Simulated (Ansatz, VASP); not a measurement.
InAs: VASP beside Ansatz

File INCAR:

```
ALGO = Normal
EDIFF = 1E-6
ENCUT = 520
GGA = PE
ISIF = 2
ISMEAR = -1
LASPH = T
LCHARG = F
LREAL = F
LWAVE = F
NBANDS = 16
NELM = 80
PREC = Accurate
SIGMA = 0.02
```

KPOINTS

```
k-points
0
Gamma
  8 8 8
```

POSCAR

```
InAs
1.0
    0.0000000000      2.9324068542      3.1819837034
    2.9324068542      0.0000000000      3.1819837034
    2.9324068542      2.9324068542      0.0000000000
In As
1 1
Direct
    0.0000000000      0.0000000000      0.0000000000
    0.2500000000      0.2500000000      0.2500000000
```

Input for Ansatz:

```yaml
crystal:
  lattice:
    - [0.0, 2.9324068542, 3.1819837034]
    - [2.9324068542, 0.0, 3.1819837034]
    - [2.9324068542, 2.9324068542, 0.0]
  atoms:
    - { symbol: In, position: [0.0, 0.0, 0.0] }
    - { symbol: As, position: [0.25, 0.25, 0.25] }
kpoints:
  mp_grid: { grid: [8, 8, 8] }
  band_path:
    path:
      - [0.0, 0.0, 0.0]
      - [-0.5, -0.5, 0.0]
      - [-0.375, -0.375, 0.25]
      - [-0.375, 0.0, 0.375]
      - [0.0, 0.0, 0.5]
      - [-0.5, -0.25, 0.25]
    npoints: 1
hamiltonian:
  xc: pbe
scf:
  occupations: { method: fermi_dirac, width: 0.02 }
  n_extra_bands: 4
output:
  forces: true
  stress: true
  eigenvalues: true
```

Change from the starting cell: epitaxial_xy strain -4.0%.

Alike in both runs: task single point; functional PBE; k mesh 8 × 8 × 8; occupations fermi-dirac, width 0.02 eV; no spin polarisation.

|  | VASP | Ansatz |
| --- | --- | --- |
| version | VASP 6.6.1 | Ansatz 0.2.0 |
| potentials or method | VASP PAW PBE potentials, release 64 (In_d, As) | plane waves, PAW |
| plane-wave cutoff (eV) | 520 | 420 |
| valence electrons in the cell | 18 | 28 |

```tsv
	VASP	Ansatz	Ansatz less VASP
pressure (GPa)	4.5	4.5	-0.07
traceless stress, the component that is largest in VASP (GPa)	-2.06	-2.06	-0.003
```

VASP's potentials hold 18 valence electrons a cell and Ansatz's 28, so a difference there can come from the potentials and not from the codes.
